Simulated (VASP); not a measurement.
Runs of VASP 6.6.1 on SiO2. The structure is that of space group I-42d (No. 122), or close to it. The cells are those of the table. 

```tsv
cell	gap on the mesh (eV)	pressure (GPa)	largest force (eV/Å)
a = 5.139 Å, angles 124.6, 124.6, 82.2°, 6 atoms	5.85	8.6	0.65
a = 5.129 Å, angles 122.9, 122.9, 85.0°, 6 atoms	5.82	4.2	(b)
a = 4.995 Å, angles 121.2, 121.2, 87.9°, 6 atoms	6.13	13.7	(a)
a = 4.867 Å, angles 121.2, 121.2, 87.9°, 6 atoms	6.45	32.3	1.92
a = 4.934 Å, angles 122.1, 122.1, 86.4°, 6 atoms	6.33	25.5	1.55
```

Alike in all rows: task single point; level PBE; potentials or basis VASP PAW PBE potentials, release 64 (Si, O); no spin polarisation; k mesh 6 × 6 × 6; cutoff (eV) 520; smearing gaussian 0.05 eV.

Problem. Fill in the values left out.

Solution. (a) 0.84; (b) 0.31.

Caveats: forces of over 1 eV/Å act on the atoms, so gaps and moduli don't describe the material at rest (some runs).

A k mesh can miss the band edges.
